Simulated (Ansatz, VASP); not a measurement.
**WS2 in VASP and in Ansatz**

File INCAR:

```
SYSTEM = WS2
PREC     = Accurate       ! precision mode
ENCUT    = 520            ! plane-wave cutoff, eV
EDIFF    = 1E-6           ! SCF threshold, eV
ISMEAR   = 0              ! smearing method
SIGMA    = 0.05           ! smearing width, eV
LREAL    = .False.        ! projectors in reciprocal space
LASPH    = .True.         ! aspherical terms in the spheres
NELM     = 80             ! most SCF steps
ALGO     = Normal         ! electronic algorithm
ISIF     = 2              ! what is computed and relaxed
LWAVE    = .False.        ! write WAVECAR
LCHARG   = .False.        ! write CHGCAR
GGA      = PS             ! functional
NBANDS   = 20             ! bands
```

File KPOINTS:

```
regular mesh
0
Gamma
  12 12 12
  0 0 0
```

The input POSCAR:

```
WS2
1.0
    1.5790003843      0.9116362969      5.6702636000
   -1.5790003843      0.9116362969      5.6702636000
    0.0000000000     -1.8232725938      5.6702636000
W S
1 2
Direct
    0.0000000000      0.0000000000      0.0000000000
    0.7503000000      0.7503000000      0.7503000000
    0.5810000000      0.5810000000      0.5810000000
```

Input for Ansatz:

```yaml
crystal:
  lattice:
    - [1.5790003843, 0.9116362969, 5.6702636]
    - [-1.5790003843, 0.9116362969, 5.6702636]
    - [0.0, -1.8232725938, 5.6702636]
  atoms:
    - { symbol: W, position: [0.0, 0.0, 0.0] }
    - { symbol: S, position: [0.7503, 0.7503, 0.7503] }
    - { symbol: S, position: [0.581, 0.581, 0.581] }
basis:
  ecutwfc: 420
kpoints:
  mp_grid: { grid: [12, 12, 12] }
hamiltonian:
  xc: pbesol
scf:
  occupations: { method: gaussian, width: 0.05 }
output:
  forces: true
  stress: true
  eigenvalues: true
```

Change from the starting cell: strain +0.000 along x and y, -0.080 along z, atoms carried along.

Alike in both runs: task single point; functional PBEsol; k mesh 12 × 12 × 12; occupations gaussian, width 0.05 eV; no spin polarisation.

|  | VASP | Ansatz |
| --- | --- | --- |
| version | VASP 6.6.1 | Ansatz 0.2.0 |
| potentials or method | VASP PAW PBE potentials, release 64 (W_sv, S), cutoff 520 eV | scalar-relativistic, plane waves, PAW |
| valence electrons in the cell | 26 | 26 |

```csv
,VASP,Ansatz,Ansatz less VASP
gap on the k mesh at the Fermi level (eV),none,none,-
pressure (GPa),17.3,17.1,-0.18
"traceless stress, the component that is largest in VASP (GPa)",12.23,12.17,-0.059
rms of the force components (eV/Å),1.339,1.328,-0.0112
```

VASP's potentials were made for PBE, not for PBEsol. Atom by atom the forces differ by 0.011 eV/Å (rms over components). A gap of «none» marks a metal or a gap that the smearing closes.

Neither program's run includes spin-orbit coupling.
